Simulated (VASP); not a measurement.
# BAs (F-43m) in VASP: single point with PBEsol

Aim: the single point of BAs with PBEsol.

Program: VASP 6.6.1. These are calculated values, not measurements. Logs are shortened: lines on timing, memory, paths and dates and some standing lists are left out, and cuts for length are marked.

**1. The cell of the first run**

It takes space group F-43m (No. 216, cubic). The conventional cell has a = 4.851 Å, b = 4.851 Å, c = 4.851 Å, α = 90.00°, β = 90.00°, γ = 90.00°. B (site symmetry -43m) has 4 As at 2.10 Å within 2.8 Å. As (site symmetry -43m) has 4 B at 2.10 Å within 2.8 Å.

**2. Single point, PBEsol**

Contents of POSCAR:

```
BAs
1.0
    0.0000000000      2.4255180000      2.4255180000
    2.4255180000      0.0000000000      2.4255180000
    2.4255180000      2.4255180000      0.0000000000
B As
1 1
Direct
    0.0000000000      0.0000000000      0.0000000000
    0.2500000000      0.2500000000      0.2500000000
```

Contents of INCAR.step1:

```
PREC = Accurate ; ENCUT = 420
EDIFF = 1E-6 ; ISMEAR = -1
SIGMA = 0.0871 ; LREAL = False
LASPH = True ; NELM = 120
ALGO = Normal ; ISIF = 2
LWAVE = False ; LCHARG = True
GGA = PS ; NBANDS = 11
GGA_COMPAT = False ; NEDOS = 2001
LORBIT = 11
```

Contents of KPOINTS.step1:

```
Automatic mesh
0
Gamma
  9 9 9
```

Contents of INCAR.step2:

```
PREC = Accurate ; ENCUT = 420
EDIFF = 1E-6 ; ISMEAR = -5
SIGMA = 0.0871 ; LREAL = False
LASPH = True ; NELM = 120
ALGO = Normal ; ISIF = 2
LWAVE = False ; LCHARG = False
GGA = PS ; LORBIT = 11
NEDOS = 2001 ; ICHARG = 11
GGA_COMPAT = False
```

Contents of KPOINTS.step2:

```
Automatic mesh
0
Gamma
  14 14 14
```

Potentials or basis: VASP PAW PBE potentials, release 64 (B, As).

Run with:

```console
cat potpaw_PBE.64/B/POTCAR potpaw_PBE.64/As/POTCAR > POTCAR
cp INCAR.step1 INCAR
cp KPOINTS.step1 KPOINTS
mpirun -np 1 vasp_std > vasp.out
cp INCAR.step2 INCAR
cp KPOINTS.step2 KPOINTS
mpirun -np 1 vasp_std > vasp.out
```

OUTCAR:

```text
PREC = Accurate
   ENCUT = 420
   EDIFF = 1E-6
   ISMEAR = -5
   LREAL = False
   LASPH = True
   NELM = 120
   ISIF = 2
   GGA = PS
   LORBIT = 11
   ICHARG = 11

 ion  position               nearest neighbor table
   1  0.000  0.000  0.000-   2 2.10   2 2.10   2 2.10   2 2.10
   2  0.250  0.250  0.250-   1 2.10   1 2.10   1 2.10   1 2.10

  LATTYP: Found a face centered cubic cell.
 ALAT       =     4.8510360000

  Lattice vectors:

 A1 = (   0.0000000000,   2.4255180000,   2.4255180000)
 A2 = (   2.4255180000,   0.0000000000,   2.4255180000)
 A3 = (   2.4255180000,   2.4255180000,   0.0000000000)

Analysis of symmetry for initial positions (statically):
=====================================================================
 Subroutine PRICEL returns:
 Original cell was already a primitive cell.

 Routine SETGRP: Setting up the symmetry group for a
 face centered cubic supercell.

 Subroutine GETGRP returns: Found 24 space group operations
 (whereof 24 operations were pure point group operations)
 out of a pool of 48 trial point group operations.

The static configuration has the point symmetry T_d .

Analysis of symmetry for dynamics (positions and initial velocities):
=====================================================================
 Subroutine PRICEL returns:
 Original cell was already a primitive cell.

 Routine SETGRP: Setting up the symmetry group for a
 face centered cubic supercell.

 Subroutine GETGRP returns: Found 24 space group operations
 (whereof 24 operations were pure point group operations)
 out of a pool of 48 trial point group operations.

The dynamic configuration has the point symmetry T_d .

 Subroutine INISYM returns: Found 24 space group operations
 (whereof 24 operations are pure point group operations),
 and found     1 'primitive' translations

----------------------------------------------------------------------------------------

                                     Primitive cell

  volume of cell :      28.5393

  direct lattice vectors                    reciprocal lattice vectors
     0.000000000  2.425518000  2.425518000    -0.206141533  0.206141533  0.206141533
     2.425518000  0.000000000  2.425518000     0.206141533 -0.206141533  0.206141533
     2.425518000  2.425518000  0.000000000     0.206141533  0.206141533 -0.206141533

  length of vectors
     3.430200451  3.430200451  3.430200451     0.357047610  0.357047610  0.357047610

  position of ions in fractional coordinates (direct lattice)
     0.000000000  0.000000000  0.000000000
     0.250000000  0.250000000  0.250000000

  ion indices of the primitive-cell ions
   primitive index   ion index
                 1           1
                 2           2

----------------------------------------------------------------------------------------

 KPOINTS: Automatic mesh

Automatic generation of k-mesh.
 Grid dimensions read from file:
 generate k-points for:   14   14   14

 Generating k-lattice:

  Cartesian coordinates                     Fractional coordinates (reciprocal lattice)
    -0.014724395  0.014724395  0.014724395     0.071428571  0.000000000  0.000000000
     0.014724395 -0.014724395  0.014724395     0.000000000  0.071428571  0.000000000
     0.014724395  0.014724395 -0.014724395     0.000000000  0.000000000  0.071428571

  Length of vectors
     0.025503401  0.025503401  0.025503401

  Shift w.r.t. Gamma in fractional coordinates (k-lattice)
     0.000000000  0.000000000  0.000000000

 TETIRR: Found    389 inequivalent tetrahedra from    16464

 Subroutine IBZKPT returns following result:
 ===========================================

 Found    104 irreducible k-points:

 Following reciprocal coordinates:
            Coordinates               Weight
  0.000000  0.000000  0.000000      1.000000
  0.071429  0.000000  0.000000      8.000000
  0.142857  0.000000  0.000000      8.000000
  0.214286  0.000000  0.000000      8.000000
  0.285714  0.000000  0.000000      8.000000
  0.357143  0.000000  0.000000      8.000000
[... 16 lines left out ...]
  0.214286  0.142857  0.000000     24.000000
  0.285714  0.142857  0.000000     24.000000
 [... further k-points ...]
   k-points           NKPTS =    104   k-points in BZ     NKDIM =    104   number of bands    NBANDS=      8
   number of dos      NEDOS =   2001   number of ions     NIONS =      2
   total plane-waves  NPLWV =  13824
   dimension x,y,z NGX =    24 NGY =   24 NGZ =   24
   dimension x,y,z NGXF=    48 NGYF=   48 NGZF=   48
   ions per type =               1   1
   NGX,Y,Z   is equivalent  to a cutoff of  11.63, 11.63, 11.63 a.u.
   NGXF,Y,Z  is equivalent  to a cutoff of  23.26, 23.26, 23.26 a.u.
 SYSTEM =  unknown system
   PREC   = accura    normal or accurate (medium, high low for compatibility)
   ISTART =      0    job   : 0-new  1-cont  2-samecut
   ICHARG =     11    charge: 1-file 2-atom 10-const
   ISPIN  =      1    spin polarized calculation?
   LNONCOLLINEAR =      F non collinear calculations
   LSORBIT =      F    spin-orbit coupling
   LASPH  =      T    aspherical Exc in radial PAW
   ENCUT  =  420.0 eV  30.87 Ry    5.56 a.u.   5.73  5.73  5.73*2*pi/ulx,y,z
   NELM   =    120;   NELMIN=  2; NELMDL=  0     # of ELM steps
   EDIFF  = 0.1E-05   stopping-criterion for ELM
   LREAL  =      F    real-space projection
   EDIFFG = 0.1E-04   stopping-criterion for IOM
   NSW    =      0    number of steps for IOM
   IBRION =     -1    ionic relax: 0-MD 1-quasi-New 2-CG
   NFREE  =      0    steps in history (QN), initial steepest desc. (CG)
   ISIF   =      2    stress and relaxation
   ISYM   =      2    0-nonsym 1-usesym 2-fastsym
   POTIM  = 0.5000    time-step for ionic-motion
   TEBEG  =    0.0;   TEEND  =   0.0 temperature during run
   PSTRESS=    0.0 pullay stress
   NELECT =       8.0000    total number of electrons
   NUPDOWN=      -1.0000    fix difference up-down
   EMIN   =  10.00;   EMAX   =-10.00  energy-range for DOS
   EFERMI =   0.00;   METHOD = LEGACY
   ISMEAR =    -5;   SIGMA  =   0.09  broadening in eV -4-tet -1-fermi 0-gaus
   EFERMI_NEDOS =   21; number of points for ismear=-14 and -15
   IALGO  =     38    algorithm
   IMIX   =      4    mixing-type and parameters
     AMIX     =   0.40;   BMIX     =  1.00
     AMIX_MAG =   1.60;   BMIX_MAG =  1.00
  volume/ion in A,a.u.               =      14.27        96.30
  Fermi-wavevector in a.u.,A,eV,Ry     =   1.071413  2.024677 15.618485  1.147926
  Thomas-Fermi vector in A             =   2.207153
   LORBIT       =     11    0 simple, 1 ext, 2 COOP (PROOUT), +10 PAW based schemes
   GGA     = PS    functional components
   LHFCALC =     F    Hartree Fock is set to
   AEXX    =    0.0000 exact exchange contribution
   IVDW    =     0    specifies the selected vdW correction
   LEPSILON=     F    determine dielectric tensor
   LRPA    =     F    only Hartree local field effects (RPA)
 non-spin polarized calculation
 Fermi weights with tetrahedron method with Bloechl corrections
  energy-cutoff  :      420.00
  volume of cell :       28.54
 maximum number of plane-waves:       568

 number of electron       7.9999999 magnetization

 Free energy of the ion-electron system (eV)
  ---------------------------------------------------
  ext. energy  EPLUGINS =         0.00000000
  ---------------------------------------------------
  free energy    TOTEN  =       -12.17808308 eV

  energy without entropy =      -12.17808308  energy(sigma->0) =      -12.17808308

 E-fermi :   5.5552     XC(G=0): -10.5359

 val. band max:        5.5470909760   @ k =   0.0000   0.0000   0.0000
 cond. band min:       6.6863693050   @ k =   0.4286   0.4286   0.0000
 fundamental gap:      1.1392783290
 Fermi energy:         5.5552348540

 k-point     1 :       0.0000    0.0000    0.0000
  band No.  band energies     occupation
      1      -9.4786      2.00000
      2       5.5471      2.00000
      3       5.5471      2.00000
      4       5.5471      2.00000
      5       8.7276      0.00000
      6       8.7276      0.00000
      7       8.7276      0.00000
      8       9.6505      0.00000

 k-point     2 :       0.0714    0.0000    0.0000
  band No.  band energies     occupation
      1      -9.3980      2.00000
      2       4.7502      2.00000
      3       5.3889      2.00000
      4       5.3889      2.00000
      5       8.7988      0.00000
      6       8.9356      0.00000
      7       8.9356      0.00000
      8      10.1887      0.00000

 k-point     3 :       0.1429    0.0000    0.0000
  band No.  band energies     occupation
      1      -9.1583      2.00000
      2       3.1978      2.00000
      3       5.0279      2.00000
      4       5.0279      2.00000
      5       8.6638      0.00000
      6       9.4099      0.00000
      7       9.4099      0.00000
      8      11.3663      0.00000

 k-point     4 :       0.2143    0.0000    0.0000
  band No.  band energies     occupation
      1      -8.7669      2.00000
      2       1.5329      2.00000
      3       4.6281      2.00000
      4       4.6281      2.00000
      5       8.4400      0.00000
      6       9.8859      0.00000
      7       9.8859      0.00000
      8      12.5472      0.00000

 k-point     5 :       0.2857    0.0000    0.0000
  band No.  band energies     occupation
      1      -8.2416      2.00000
      2      -0.0517      2.00000
      3       4.2772      2.00000
      4       4.2772      2.00000
      5       8.2287      0.00000
      6      10.1744      0.00000
      7      10.1744      0.00000
      8      13.5104      0.00000

 k-point     6 :       0.3571    0.0000    0.0000
  band No.  band energies     occupation
      1      -7.6259      2.00000
      2      -1.4502      2.00000
      3       4.0128      2.00000
      4       4.0128      2.00000
      5       8.0669      0.00000
      6      10.2546      0.00000
      7      10.2546      0.00000
      8      14.0403      0.00000

 k-point     7 :       0.4286    0.0000    0.0000
  band No.  band energies     occupation
      1      -7.0370      2.00000
      2      -2.5172      2.00000
      3       3.8502      2.00000
      4       3.8502      2.00000
      5       7.9674      0.00000
      6      10.2346      0.00000
      7      10.2346      0.00000
      8      14.1588      0.00000
[... 133 lines left out ...]
 k-point    20 :      -0.1429    0.0714    0.0000
  band No.  band energies     occupation
      1      -8.9736      2.00000
      2       2.6031      2.00000
      3       4.0647      2.00000
      4       5.1340      2.00000
      5       8.9134      0.00000
      6       9.3291      0.00000
      7       9.9204      0.00000
      8      11.8311      0.00000

 k-point    21 :      -0.0714    0.0714    0.0000
  band No.  band energies     occupation
      1      -9.2643      2.00000
      2       4.0316      2.00000
      3       4.6429      2.00000
      4       5.4031      2.00000
      5       8.9200      0.00000
      6       8.9596      0.00000
      7       9.4075      0.00000
      8      10.8623      0.00000

 k-point    22 :       0.1429    0.1429    0.0000
  band No.  band energies     occupation
      1      -9.0506      2.00000
      2       3.7165      2.00000
      3       4.2073      2.00000
      4       4.2073      2.00000
      5       7.8990      0.00000
      6      10.5249      0.00000
      7      10.5249      0.00000
      8      10.7982      0.00000

 k-point    23 :       0.2143    0.1429    0.0000
  band No.  band energies     occupation
      1      -8.7612      2.00000
      2       2.4850      2.00000
      3       3.7825      2.00000
      4       3.9404      2.00000
      5       7.9128      0.00000
      6      10.4387      0.00000
      7      11.1618      0.00000
      8      11.4627      0.00000

 k-point    24 :       0.2857    0.1429    0.0000
  band No.  band energies     occupation
      1      -8.3263      2.00000
      2       1.0011      2.00000
      3       3.4506      2.00000
      4       3.5429      2.00000
      5       8.2376      0.00000
      6      10.3544      0.00000
      7      11.5903      0.00000
      8      11.7852      0.00000

 [... further k-points ...]

------------------------ aborting loop because EDIFF is reached ----------------------------------------

  FORCE on cell =-STRESS in cart. coord.  units (eV):
  Direction    XX          YY          ZZ          XY          YZ          ZX
  --------------------------------------------------------------------------------------
  -------------------------------------------------------------------------------------
  Total       -1.0437017     -1.0437017     -1.0437017      0.0000000     -0.0000000      0.0000000
  in kB      -58.5926925    -58.5926925    -58.5926925      0.0000000     -0.0000000      0.0000000
  external PRESSURE =     -58.5926925 kB  Pullay stress =       0.0000000 kB

 VOLUME and BASIS-vectors are now :
 -----------------------------------------------------------------------------
  energy-cutoff  :      420.00
  volume of cell :       28.54
      direct lattice vectors                 reciprocal lattice vectors
     0.000000000  2.425518000  2.425518000    -0.206141533  0.206141533  0.206141533
     2.425518000  0.000000000  2.425518000     0.206141533 -0.206141533  0.206141533
     2.425518000  2.425518000  0.000000000     0.206141533  0.206141533 -0.206141533

 POSITION                                       TOTAL-FORCE (eV/Angst)
 -----------------------------------------------------------------------------------
      0.00000      0.00000      0.00000        -0.000000     -0.000000     -0.000000
      1.21276      1.21276      1.21276         0.000000      0.000000      0.000000
 -----------------------------------------------------------------------------------
    total drift:                                0.000000      0.000000      0.000000

  FREE ENERGIE OF THE ION-ELECTRON SYSTEM (eV)
  ---------------------------------------------------
  free  energy   TOTEN  =       -12.1780830840 eV

  energy  without entropy=      -12.1780830840  energy(sigma->0) =      -12.17808308

 total charge

# of ion       s       p       d       tot
------------------------------------------
    1        0.649   1.120   0.000   1.769
    2        1.177   1.627   0.079   2.884
--------------------------------------------------
tot          1.826   2.747   0.079   4.652
```

Wall time 13 s (1 thread of AMD EPYC 7R13 (Zen 3), shared host); peak memory 0.11 GiB.

What came out:

* Valence electrons inside the program's atomic spheres: B 1.77; As 2.88

Caveat: the PAW data sets were made with another functional, which shifts forces and pressure a little.
